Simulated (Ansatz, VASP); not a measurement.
## One calculation of Cd, two programs

```xyz
2
Lattice="-2.7805 2.7805 1.4215 2.7805 -2.7805 1.4215 2.7805 2.7805 -1.4215" Properties=species:S:1:pos:R:3 pbc="T T T"
Cd    0.0000   -1.3902   -0.3554
Cd    0.0000    1.3902    0.3554
```

Change from the starting cell: volume scaled by 0.85, LAPW.

Alike in both runs: task single point; functional PBE; k mesh 14 × 14 × 14; occupations fermi-dirac, width 0.1 eV; no spin polarisation.

|  | VASP | Ansatz |
| --- | --- | --- |
| version | VASP 6.6.1 | Ansatz 0.2.0 |
| potentials or method | VASP PAW PBE potentials, release 64 (Cd), cutoff 520 eV | all-electron LAPW, scalar-relativistic |

```csv
,VASP,Ansatz,Ansatz less VASP
pressure (GPa),8.6,8.2,-0.42
"traceless stress, the component that is largest in VASP (GPa)",0.10,0.05,-0.053
```

Ansatz ran all-electron here, and VASP with PAW potentials.
